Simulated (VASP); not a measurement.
**NaF: G0W0 quasiparticle levels with PBE**

The system is NaF.

```
Na F
1.0
     0.00000    2.40889    2.40889
     2.40889    0.00000    2.40889
     2.40889    2.40889    0.00000
Na F
1 1
Direct
  0.00000 0.00000 0.00000
  0.50000 0.50000 0.50000
```

- Program: VASP 6.6.1
- Task: G0W0 quasiparticle levels
- Functional: PBE
- Potentials or basis: VASP PAW PBE potentials, release 64 (Na_sv_GW, F_GW)
- Cutoff: 500 eV
- k mesh: 6 × 6 × 6
- Occupations: gaussian, width 0.01 eV
- Spin: no spin polarisation
- Dipole correction: no
- GW scheme: G0W0
- GW iterations: 1
- Cutoff of the response function: 150
- Frequency points: 96
- Empty bands: 116
- Further INCAR settings: ALGO = EVGW0; EDIFF = 1e-08; NBANDS = 124

```yaml
Quasiparticle_gap: 9.81 eV
Least_direct_quasiparticle_gap: 9.81 eV
Band_gap_of_the_starting_levels_on_the_mesh: 5.74 eV
Least_direct_gap_of_the_starting_levels_on_the_mesh: 5.74 eV
```

Run time: 17 min on 1 thread of Intel Xeon 8259CL, on a shared host, peak memory 0.62 GiB.

Caveat: the k points lie up to 0.38 Å⁻¹ apart; bands, screening cutoff and mesh are small and nothing is extrapolated, so the quasiparticle values aren't converged.
